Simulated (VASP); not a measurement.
# ZrC (Fm-3m) in VASP: further runs

ZrC is run at these levels: PBEsol; tasks: single point, relaxation of the atoms.

Everything below comes from runs of VASP 6.6.1. Logs are shortened: lines on timing, memory, paths and dates and some standing lists are left out, and cuts for length are marked.

## (1) The cell of the first run

It takes space group Fm-3m (No. 225, cubic). The conventional cell has a = 4.282 Å, b = 4.282 Å, c = 4.282 Å, α = 90.00°, β = 90.00°, γ = 90.00°. Zr (site symmetry m-3m) has 6 C at 2.14 Å within 2.8 Å. Within 2.8 Å of C (site symmetry m-3m) lie 6 Zr at 2.14 Å.

## (2) Single point, PBEsol (9.81 Å³/atom)

Contents of INCAR:

```
SYSTEM = ZrC
PREC = Accurate
ENCUT = 520
EDIFF = 1E-6
ISMEAR = -1
SIGMA = 0.05
LREAL = .FALSE.
LASPH = .TRUE.
NELM = 100
ALGO = Normal
ISIF = 2
LWAVE = .FALSE.
LCHARG = .FALSE.
GGA = PS
NBANDS = 15
```

Contents of KPOINTS:

```
regular mesh
0
G
  13 13 13
  0 0 0
```

Contents of POSCAR:

```
ZrC
1.0
    0.0000000000      2.1409616386      2.1409616386
    2.1409616386      0.0000000000      2.1409616386
    2.1409616386      2.1409616386      0.0000000000
Zr C
1 1
Direct
    0.0000000000      0.0000000000      0.0000000000
    0.5000000000      0.5000000000      0.5000000000
```

Potentials or basis: VASP PAW PBE potentials, release 64 (Zr_sv, C).

The run is started by

```sh
$ cat potpaw_PBE.64/Zr_sv/POTCAR potpaw_PBE.64/C/POTCAR > POTCAR
$ mpirun -np 1 vasp_std > vasp.out
```

OUTCAR:

```text
SYSTEM = ZrC
   PREC = Accurate
   ENCUT = 520
   EDIFF = 1E-6
   ISMEAR = -1
   LREAL = .FALSE.
   LASPH = .TRUE.
   NELM = 100
   ISIF = 2
   GGA = PS

 ion  position               nearest neighbor table
   1  0.000  0.000  0.000-   2 2.14   2 2.14   2 2.14   2 2.14   2 2.14   2 2.14
   2  0.500  0.500  0.500-   1 2.14   1 2.14   1 2.14   1 2.14   1 2.14   1 2.14

  LATTYP: Found a face centered cubic cell.
 ALAT       =     4.2819232772

  Lattice vectors:

 A1 = (   0.0000000000,   2.1409616386,   2.1409616386)
 A2 = (   2.1409616386,   0.0000000000,   2.1409616386)
 A3 = (   2.1409616386,   2.1409616386,   0.0000000000)

Analysis of symmetry for initial positions (statically):
=====================================================================
 Subroutine PRICEL returns:
 Original cell was already a primitive cell.

 Routine SETGRP: Setting up the symmetry group for a
 face centered cubic supercell.

 Subroutine GETGRP returns: Found 48 space group operations
 (whereof 48 operations were pure point group operations)
 out of a pool of 48 trial point group operations.

The static configuration has the point symmetry O_h .

Analysis of symmetry for dynamics (positions and initial velocities):
=====================================================================
 Subroutine PRICEL returns:
 Original cell was already a primitive cell.

 Routine SETGRP: Setting up the symmetry group for a
 face centered cubic supercell.

 Subroutine GETGRP returns: Found 48 space group operations
 (whereof 48 operations were pure point group operations)
 out of a pool of 48 trial point group operations.

The dynamic configuration has the point symmetry O_h .

 Subroutine INISYM returns: Found 48 space group operations
 (whereof 48 operations are pure point group operations),
 and found     1 'primitive' translations

----------------------------------------------------------------------------------------

                                     Primitive cell

  volume of cell :      19.6271

  direct lattice vectors                    reciprocal lattice vectors
     0.000000000  2.140961639  2.140961639    -0.233539915  0.233539915  0.233539915
     2.140961639  0.000000000  2.140961639     0.233539915 -0.233539915  0.233539915
     2.140961639  2.140961639  0.000000000     0.233539915  0.233539915 -0.233539915

  length of vectors
     3.027776986  3.027776986  3.027776986     0.404502999  0.404502999  0.404502999

  position of ions in fractional coordinates (direct lattice)
     0.000000000  0.000000000  0.000000000
     0.500000000  0.500000000  0.500000000

  ion indices of the primitive-cell ions
   primitive index   ion index
                 1           1
                 2           2

----------------------------------------------------------------------------------------

 KPOINTS: regular mesh

Automatic generation of k-mesh.
 Grid dimensions read from file:
 generate k-points for:   13   13   13

 Generating k-lattice:

  Cartesian coordinates                     Fractional coordinates (reciprocal lattice)
    -0.017964609  0.017964609  0.017964609     0.076923077  0.000000000  0.000000000
     0.017964609 -0.017964609  0.017964609     0.000000000  0.076923077  0.000000000
     0.017964609  0.017964609 -0.017964609     0.000000000  0.000000000  0.076923077

  Length of vectors
     0.031115615  0.031115615  0.031115615

  Shift w.r.t. Gamma in fractional coordinates (k-lattice)
     0.000000000  0.000000000  0.000000000

 Subroutine IBZKPT returns following result:
 ===========================================

 Found     84 irreducible k-points:

 Following reciprocal coordinates:
            Coordinates               Weight
  0.000000  0.000000  0.000000      1.000000
  0.076923  0.000000  0.000000      8.000000
  0.153846  0.000000  0.000000      8.000000
  0.230769  0.000000  0.000000      8.000000
  0.307692  0.000000  0.000000      8.000000
  0.384615  0.000000  0.000000      8.000000
[... 16 lines left out ...]
  0.384615  0.153846  0.000000     24.000000
  0.461538  0.153846  0.000000     24.000000
 [... further k-points ...]
   k-points           NKPTS =     84   k-points in BZ     NKDIM =     84   number of bands    NBANDS=     15
   number of dos      NEDOS =    301   number of ions     NIONS =      2
   total plane-waves  NPLWV =  13824
   dimension x,y,z NGX =    24 NGY =   24 NGZ =   24
   dimension x,y,z NGXF=    48 NGYF=   48 NGZF=   48
   ions per type =               1   1
   NGX,Y,Z   is equivalent  to a cutoff of  13.18, 13.18, 13.18 a.u.
   NGXF,Y,Z  is equivalent  to a cutoff of  26.36, 26.36, 26.36 a.u.
 SYSTEM =  ZrC
   PREC   = accura    normal or accurate (medium, high low for compatibility)
   ISTART =      0    job   : 0-new  1-cont  2-samecut
   ICHARG =      2    charge: 1-file 2-atom 10-const
   ISPIN  =      1    spin polarized calculation?
   LNONCOLLINEAR =      F non collinear calculations
   LSORBIT =      F    spin-orbit coupling
   LASPH  =      T    aspherical Exc in radial PAW
   ENCUT  =  520.0 eV  38.22 Ry    6.18 a.u.   5.63  5.63  5.63*2*pi/ulx,y,z
   NELM   =    100;   NELMIN=  2; NELMDL= -5     # of ELM steps
   EDIFF  = 0.1E-05   stopping-criterion for ELM
   LREAL  =      F    real-space projection
   EDIFFG = 0.1E-04   stopping-criterion for IOM
   NSW    =      0    number of steps for IOM
   IBRION =     -1    ionic relax: 0-MD 1-quasi-New 2-CG
   NFREE  =      0    steps in history (QN), initial steepest desc. (CG)
   ISIF   =      2    stress and relaxation
   ISYM   =      2    0-nonsym 1-usesym 2-fastsym
   POTIM  = 0.5000    time-step for ionic-motion
   TEBEG  =    0.0;   TEEND  =   0.0 temperature during run
   PSTRESS=    0.0 pullay stress
   NELECT =      16.0000    total number of electrons
   NUPDOWN=      -1.0000    fix difference up-down
   EMIN   =  10.00;   EMAX   =-10.00  energy-range for DOS
   EFERMI =   0.00;   METHOD = LEGACY
   ISMEAR =    -1;   SIGMA  =   0.05  broadening in eV -4-tet -1-fermi 0-gaus
   EFERMI_NEDOS =   21; number of points for ismear=-14 and -15
   IALGO  =     38    algorithm
   IMIX   =      4    mixing-type and parameters
     AMIX     =   0.40;   BMIX     =  1.00
     AMIX_MAG =   1.60;   BMIX_MAG =  1.00
  volume/ion in A,a.u.               =       9.81        66.23
  Fermi-wavevector in a.u.,A,eV,Ry     =   1.529311  2.889980 31.821218  2.338794
  Thomas-Fermi vector in A             =   2.636950
   LORBIT       =      0    0 simple, 1 ext, 2 COOP (PROOUT), +10 PAW based schemes
   GGA     = PS    functional components
   LHFCALC =     F    Hartree Fock is set to
   AEXX    =    0.0000 exact exchange contribution
   IVDW    =     0    specifies the selected vdW correction
   LEPSILON=     F    determine dielectric tensor
   LRPA    =     F    only Hartree local field effects (RPA)
 non-spin polarized calculation
  energy-cutoff  :      520.00
  volume of cell :       19.63
 maximum number of plane-waves:       537
   NGX = 11   NGY = 11   NGZ = 11

 number of electron      16.0000000 magnetization

 Free energy of the ion-electron system (eV)
  ---------------------------------------------------
  ext. energy  EPLUGINS =         0.00000000
  ---------------------------------------------------
  free energy    TOTEN  =       -19.04711115 eV

  energy without entropy =      -19.04434310  energy(sigma->0) =      -19.04572713

 E-fermi :  13.1507     XC(G=0): -13.7192

 val. band max:       13.1255101488   @ k =   0.0769   0.0000   0.0000
 cond. band min:      13.2053985652   @ k =   0.0769   0.0769   0.0000
 fundamental gap:      0.0798884164
 Fermi energy:        13.1507499667

 k-point     1 :       0.0000    0.0000    0.0000
  band No.  band energies     occupation
      1     -34.0126      2.00000
      2     -11.3698      2.00000
      3     -11.3698      2.00000
      4     -11.3698      2.00000
      5       1.0106      2.00000
      6      14.0730      0.00000
      7      14.0730      0.00000
      8      14.0730      0.00000
      9      14.1033      0.00000
     10      14.1033      0.00000
     11      14.1033      0.00000
     12      16.6781      0.00000
     13      16.6781      0.00000
     14      23.8969      0.00000
     15      23.9111      0.00000

 k-point     2 :       0.0769    0.0000    0.0000
  band No.  band energies     occupation
      1     -33.9933      2.00000
      2     -11.5208      2.00000
      3     -11.3802      2.00000
      4     -11.3802      2.00000
      5       1.2361      2.00000
      6      12.8614      1.99388
      7      13.1255      1.24718
      8      13.1255      1.24717
      9      14.4832      0.00000
     10      14.4832      0.00000
     11      15.0059      0.00000
     12      17.6411      0.00000
     13      17.6411      0.00000
     14      24.1717      0.00000
     15      24.4381      0.00000

 k-point     3 :       0.1538    0.0000    0.0000
  band No.  band energies     occupation
      1     -33.9393      2.00000
      2     -11.9196      2.00000
      3     -11.4087      2.00000
      4     -11.4087      2.00000
      5       1.8525      2.00000
      6      11.4917      2.00000
      7      11.8859      2.00000
      8      11.8859      2.00000
      9      15.0514      0.00000
     10      15.0514      0.00000
     11      15.6412      0.00000
     12      19.4730      0.00000
     13      19.4730      0.00000
     14      24.7929      0.00000
     15      25.9035      0.00000

 k-point     4 :       0.2308    0.0000    0.0000
  band No.  band energies     occupation
      1     -33.8619      2.00000
      2     -12.4414      2.00000
      3     -11.4484      2.00000
      4     -11.4484      2.00000
      5       2.7209      2.00000
      6      10.1412      2.00000
      7      10.7879      2.00000
      8      10.7879      2.00000
      9      15.9249      0.00000
     10      15.9249      0.00000
     11      16.2335      0.00000
     12      21.5368      0.00000
     13      21.5368      0.00000
     14      25.2722      0.00000
     15      27.8971      0.00000
[... 307 lines left out ...]
 k-point    22 :       0.3077    0.1538    0.0000
  band No.  band energies     occupation
      1     -33.7829      2.00000
      2     -12.6371      2.00000
      3     -11.6620      2.00000
      4     -11.6344      2.00000
      5       3.1299      2.00000
      6       8.8291      2.00000
      7      10.8273      2.00000
      8      11.4693      2.00000
      9      13.9970      0.00000
     10      17.9603      0.00000
     11      18.5383      0.00000
     12      20.4271      0.00000
     13      23.2324      0.00000
     14      26.6737      0.00000
     15      29.5972      0.00000

 k-point    23 :       0.3846    0.1538    0.0000
  band No.  band energies     occupation
      1     -33.7095      2.00000
      2     -13.0337      2.00000
      3     -11.7172      2.00000
      4     -11.6909      2.00000
      5       3.7286      2.00000
      6       8.3125      2.00000
      7      10.2240      2.00000
      8      10.6497      2.00000
      9      14.8491      0.00000
     10      18.9340      0.00000
     11      19.4399      0.00000
     12      22.2615      0.00000
     13      23.8917      0.00000
     14      26.5732      0.00000
     15      30.5939      0.00000

 k-point    24 :       0.4615    0.1538    0.0000
  band No.  band energies     occupation
      1     -33.6539      2.00000
      2     -13.3135      2.00000
      3     -11.8115      2.00000
      4     -11.6860      2.00000
      5       4.2436      2.00000
      6       7.8432      2.00000
      7       9.9683      2.00000
      8       9.9895      2.00000
      9      15.9578      0.00000
     10      19.5081      0.00000
     11      20.1871      0.00000
     12      23.2327      0.00000
     13      24.0470      0.00000
     14      26.9635      0.00000
     15      29.5358      0.00000

 [... further k-points ...]

------------------------ aborting loop because EDIFF is reached ----------------------------------------

  FORCE on cell =-STRESS in cart. coord.  units (eV):
  Direction    XX          YY          ZZ          XY          YZ          ZX
  --------------------------------------------------------------------------------------
  -------------------------------------------------------------------------------------
  Total       12.6456161     12.6456161     12.6456161     -0.0000000     -0.0000000      0.0000000
  in kB     1032.2714634   1032.2714634   1032.2714634     -0.0000000     -0.0000000      0.0000000
  external PRESSURE =    1032.2714634 kB  Pullay stress =       0.0000000 kB

 VOLUME and BASIS-vectors are now :
 -----------------------------------------------------------------------------
  energy-cutoff  :      520.00
  volume of cell :       19.63
      direct lattice vectors                 reciprocal lattice vectors
     0.000000000  2.140961639  2.140961639    -0.233539915  0.233539915  0.233539915
     2.140961639  0.000000000  2.140961639     0.233539915 -0.233539915  0.233539915
     2.140961639  2.140961639  0.000000000     0.233539915  0.233539915 -0.233539915

 POSITION                                       TOTAL-FORCE (eV/Angst)
 -----------------------------------------------------------------------------------
      0.00000      0.00000      0.00000         0.000000      0.000000     -0.000000
      2.14096      2.14096      2.14096        -0.000000     -0.000000      0.000000
 -----------------------------------------------------------------------------------
    total drift:                                0.000000     -0.000000     -0.000000

  FREE ENERGIE OF THE ION-ELECTRON SYSTEM (eV)
  ---------------------------------------------------
  free  energy   TOTEN  =       -19.0471111494 eV

  energy  without entropy=      -19.0443431008  energy(sigma->0) =      -19.04572713
```

It took 29 s on 1 thread of Intel Xeon 8259CL, shared host; peak memory 0.16 GiB.

What came out:

```yaml
Free_energy: -19.0471 eV
Pressure: 103.2 GPa
Band_gap_on_the_k_mesh: zero (bands 8 and 9 overlap by 1.40 eV)
```

Caveat: the cell stands under pressure; the PAW data sets were made with another functional, which shifts forces and pressure a little.

## (3) Single point, PBEsol

This run uses another cell than the first one, of 13.08 Å³/atom.

Contents of INCAR:

```
SYSTEM = ZrC
PREC = Accurate ; ENCUT = 520
EDIFF = 1E-7 ; ISMEAR = -1
SIGMA = 0.05 ; LREAL = .FALSE.
LASPH = .TRUE. ; NELM = 80
ALGO = Normal ; ISIF = 2
LWAVE = .FALSE. ; LCHARG = .FALSE.
GGA = PS ; NBANDS = 15
```

Contents of KPOINTS:

```
Automatic mesh
0
G
  13 13 13
  0 0 0
```

Contents of POSCAR:

```
ZrC
1.0
    0.0000000000      2.3564331911      2.3564331911
    2.3564331911      0.0000000000      2.3564331911
    2.3564331911      2.3564331911      0.0000000000
Zr C
1 1
Direct
    0.0000000000      0.0000000000      0.0000000000
    0.5000000000      0.5000000000      0.5000000000
```

Potentials or basis: VASP PAW PBE potentials, release 64 (Zr_sv, C).

The run is started by

```sh
$ cat potpaw_PBE.64/Zr_sv/POTCAR potpaw_PBE.64/C/POTCAR > POTCAR
$ mpirun -np 1 vasp_std > vasp.out
```

OUTCAR:

```text
SYSTEM = ZrC
   PREC = Accurate
   ENCUT = 520
   EDIFF = 1E-7
   ISMEAR = -1
   LREAL = .FALSE.
   LASPH = .TRUE.
   NELM = 80
   ISIF = 2
   GGA = PS

 ion  position               nearest neighbor table
   1  0.000  0.000  0.000-   2 2.36   2 2.36   2 2.36   2 2.36   2 2.36   2 2.36
   2  0.500  0.500  0.500-   1 2.36   1 2.36   1 2.36   1 2.36   1 2.36   1 2.36

  LATTYP: Found a face centered cubic cell.
 ALAT       =     4.7128663822

  Lattice vectors:

 A1 = (   0.0000000000,   2.3564331911,   2.3564331911)
 A2 = (   2.3564331911,   0.0000000000,   2.3564331911)
 A3 = (   2.3564331911,   2.3564331911,   0.0000000000)

Analysis of symmetry for initial positions (statically):
=====================================================================
 Subroutine PRICEL returns:
 Original cell was already a primitive cell.

 Routine SETGRP: Setting up the symmetry group for a
 face centered cubic supercell.

 Subroutine GETGRP returns: Found 48 space group operations
 (whereof 48 operations were pure point group operations)
 out of a pool of 48 trial point group operations.

The static configuration has the point symmetry O_h .

[... 174 lines left out ...]
      6      10.3518      0.00000
      7      10.3518      0.00000
      8      10.3518      0.00000
      9      10.4555      0.00000
     10      10.4555      0.00000
     11      10.4555      0.00000
     12      12.1839      0.00000
     13      12.1839      0.00000
     14      16.6040      0.00000
[... 401 lines left out ...]
      2     -17.0794      2.00000
      3     -16.5210      2.00000
      4     -16.4776      2.00000
      5       0.5608      2.00000
      6       4.9888      2.00000
      7       6.7712      2.00000
      8       7.1277      2.00000
      9      11.8150      0.00000
     10      14.0742      0.00000
     11      14.5836      0.00000
     12      17.3128      0.00000
     13      17.4560      0.00000
     14      19.6679      0.00000
     15      22.8312      0.00000

 [... further k-points ...]

------------------------ aborting loop because EDIFF is reached ----------------------------------------

  FORCE on cell =-STRESS in cart. coord.  units (eV):
  Direction    XX          YY          ZZ          XY          YZ          ZX
  --------------------------------------------------------------------------------------
  -------------------------------------------------------------------------------------
  Total       -0.9625361     -0.9625361     -0.9625361     -0.0000000     -0.0000000      0.0000000
  in kB      -58.9294295    -58.9294295    -58.9294295     -0.0000000     -0.0000000      0.0000000
  external PRESSURE =     -58.9294295 kB  Pullay stress =       0.0000000 kB

 VOLUME and BASIS-vectors are now :
 -----------------------------------------------------------------------------
  energy-cutoff  :      520.00
  volume of cell :       26.17
      direct lattice vectors                 reciprocal lattice vectors
     0.000000000  2.356433191  2.356433191    -0.212185095  0.212185095  0.212185095
     2.356433191  0.000000000  2.356433191     0.212185095 -0.212185095  0.212185095
     2.356433191  2.356433191  0.000000000     0.212185095  0.212185095 -0.212185095

 POSITION                                       TOTAL-FORCE (eV/Angst)
 -----------------------------------------------------------------------------------
      0.00000      0.00000      0.00000         0.000000      0.000000     -0.000000
      2.35643      2.35643      2.35643         0.000000      0.000000      0.000000
 -----------------------------------------------------------------------------------
    total drift:                                0.000000      0.000000      0.000000

  FREE ENERGIE OF THE ION-ELECTRON SYSTEM (eV)
  ---------------------------------------------------
  free  energy   TOTEN  =       -20.5617570199 eV

  energy  without entropy=      -20.5591152878  energy(sigma->0) =      -20.56043615
```

stdout:

```text
POSCAR found type information on POSCAR ZrC
 POSCAR found :  2 types and       2 ions
 scaLAPACK will be used
 -----------------------------------------------------------------------------
|                                                                             |
|                                                                             |
|     You enforced a specific xc type in the INCAR file but a different       |
|     I HOPE YOU KNOW WHAT YOU ARE DOING!                                     |
|                                                                             |
 -----------------------------------------------------------------------------

 LDA part: xc-table for (Slater+PW92), standard interpolation
 POSCAR, INCAR and KPOINTS ok, starting setup
 FFT: planning ... GRIDC
 FFT: planning ... GRID_SOFT
 FFT: planning ... GRID
 WAVECAR not read
 entering main loop
```

It took 73 s on 1 thread of Intel Xeon 8259CL, shared host; peak memory 0.18 GiB.

Results:

* Free energy: -20.5618 eV
* Pressure: -5.9 GPa
* Band gap on the k mesh: zero (bands 8 and 9 overlap by 1.32 eV)

Caveat: the cell stands under tension; the PAW data sets were made with another functional, which shifts forces and pressure a little.

(Continued in part 2 of 3.)
